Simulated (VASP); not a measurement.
Wanted: the native input for a VASP 6.6.1 run.

```yaml
Task: single point
Functional: PBE
Potentials_or_basis: VASP PAW PBE potentials, release 64 (Sr_sv, Zr_sv, O)
Cutoff: 520 eV
k_mesh: 6 × 6 × 2
Occupations: gaussian, width 0.1 eV
Spin: collinear spin, ferromagnetic start
Starting_moments: "[0.0, 0.0, 1.0, 0.0, 0.0, 0.0] μB"
Dipole_correction: no
Further_INCAR_settings: ALGO = Normal; EDIFF = 1e-06; NBANDS = 38
```

The structure of Sr2ZrO3 lies in POSCAR:

```
Sr2ZrO3
1.0
    3.4665507050      0.0000000000      0.0000000000
   -1.7332753525      3.0021209740      0.0000000000
    0.0000000000      0.0000000000      8.7155970634
Sr Zr O
2 1 3
Direct
    0.3333333333      0.6666666667      0.1764436444
    0.6666666667      0.3333333333      0.8235563556
    0.0000000000      0.0000000000      0.5000000000
    0.3333333333      0.6666666667      0.6373190579
    0.6666666667      0.3333333333      0.3626809421
    0.0000000000      0.0000000000      0.0000000000
```

One way to write it, as run:

INCAR

```
SYSTEM = Sr2ZrO3
ALGO = Normal
EDIFF = 1E-6
ENCUT = 520
GGA = PE
ISIF = 2
ISMEAR = 0
ISPIN = 2
LASPH = .TRUE.
LCHARG = .TRUE.
LELF = .TRUE.
LMAXMIX = 4
LORBIT = 11
LREAL = .FALSE.
LVHAR = .TRUE.
LWAVE = .FALSE.
MAGMOM = 0 0 1 0 0 0
NBANDS = 38
NELM = 150
PREC = Accurate
SIGMA = 0.1
```

KPOINTS

```
k-points
0
G
  6 6 2
  0 0 0
```

Potentials or basis: VASP PAW PBE potentials, release 64 (Sr_sv, Zr_sv, O).

Launch:

```console
$ cat potpaw_PBE.64/Sr_sv/POTCAR potpaw_PBE.64/Zr_sv/POTCAR potpaw_PBE.64/O/POTCAR > POTCAR
$ mpirun -np 1 vasp_std > vasp.out
```

It gave:

The pressure is 0.5 GPa and the largest force is 0.015 eV/Å. The band gap on the k mesh is zero (filled and empty bands overlap) and the net moment is 0.04 μB per cell. The valence electrons inside the program's atomic spheres are Sr 8.16; Zr 9.72; O 4.98, 4.99.

Caveat: the k points lie up to 0.36 Å⁻¹ apart.

It took 110 s on 1 thread of Intel(R) Xeon(R) 6975P-C (Granite Rapids) (shared host), peak memory 0.31 GiB.
